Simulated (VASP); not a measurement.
Runs of VASP 6.6.1 on BiB. The structure is cubic, space group F-43m (No. 216). Conventional cell: a = 5.490 Å, b = 5.490 Å, c = 5.490 Å, α = 90.00°, β = 90.00°, γ = 90.00°. B (site symmetry -43m) has 4 Bi at 2.38 Å within 3.1 Å. Bi (site symmetry -43m) has 4 B at 2.38 Å within 3.1 Å. 

```csv
level,potentials or basis,k mesh,cutoff (eV),smearing,grid for exact exchange (PRECFOCK),share of exact exchange,screening parameter,gap on the mesh (eV),pressure (GPa)
PBE,"VASP PAW PBE potentials, release 64 (B, Bi_d)",4 × 4 × 4,520,gaussian 0.01 eV,-,-,-,0.28,(b)
PBE,"VASP PAW PBE potentials, release 64 (B, Bi_d)",6 × 6 × 6,500,methfessel-paxton 0.5 eV,-,-,-,0.28,(a)
r2SCAN,"VASP PAW PBE potentials, release 64 (B, Bi_d)",6 × 6 × 6,550,gaussian 0.01 eV,-,-,-,0.40,-0.2
LDA,"VASP PAW LDA potentials, release 64 (B, Bi_d)",4 × 4 × 4,520,gaussian 0.01 eV,-,-,-,0.37,-3.7
PBE-based screened hybrid,"VASP PAW PBE potentials, release 64 (B, Bi_d)",4 × 4 × 4,520,gaussian 0.01 eV,Normal,0.5,0.5 1/Å,0.88,-2.4
HSE06,"VASP PAW PBE potentials, release 64 (B, Bi_d)",4 × 4 × 4,520,gaussian 0.2 eV,Normal,-,0.2079 1/Å,0.99,-1.9
PBE-based screened hybrid,"VASP PAW PBE potentials, release 64 (B, Bi_d)",4 × 4 × 4,520,gaussian 0.01 eV,Normal,0.15,0.3 1/Å,0.59,-0.6
PBE-based screened hybrid,"VASP PAW PBE potentials, release 64 (B, Bi_d)",4 × 4 × 4,520,gaussian 0.01 eV,Normal,0.15,0.2078 1/Å,0.69,-0.8
PBE,"VASP PAW PBE potentials, release 64 (B, Bi_d)",2 × 2 × 2,500,gaussian 0.01 eV,-,-,-,0.31,4.6
PBE-based screened hybrid,"VASP PAW PBE potentials, release 64 (B, Bi_d)",4 × 4 × 4,520,gaussian 0.01 eV,Normal,0.4,0.2078 1/Å,1.39,-3.6
```

Alike in all rows: task single point; no spin polarisation; cell as given.

Q: Fill in the values left out.

A: (a) 1.2; (b) 0.9.

Caveats: some runs use coarse meshes; spin-orbit coupling is left out, which moves the levels of the heavy elements; the PAW data sets were made with another functional, which shifts forces and pressure a little (some runs).

A k mesh can miss the band edges, and the runs leave out spin-orbit coupling on Bi.
